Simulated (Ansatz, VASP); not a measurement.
# Ca: VASP beside Ansatz

```xyz
1
Lattice="0.0000 2.7942 2.7942 2.7942 0.0000 2.7942 2.7942 2.7942 0.0000" Properties=species:S:1:pos:R:3 pbc="T T T"
Ca    0.0000    0.0000    0.0000
```

Alike in both runs: functional LDA; k mesh 8 × 8 × 8; occupations fermi-dirac, width 0.05 eV; no spin polarisation.

|  | VASP | Ansatz |
| --- | --- | --- |
| version | VASP 6.6.1 | Ansatz 0.2.0 |
| potentials or method | VASP PAW LDA potentials, release 64 (Ca_sv), cutoff 520 eV | all-electron LAPW, scalar-relativistic |
| task | single point | band structure |

|  | VASP | Ansatz | Ansatz less VASP |
| --- | --- | --- | --- |
| gap on the k mesh at the Fermi level (eV) | none | none | - |
| pressure (GPa) | -2.1 | -2.1 | -0.02 |

LDA's correlation is that of Perdew and Zunger in VASP and of Perdew and Wang (1992) in Ansatz. A gap of «none» marks a metal or a gap that the smearing closes. Ansatz ran all-electron here, and VASP with PAW potentials.
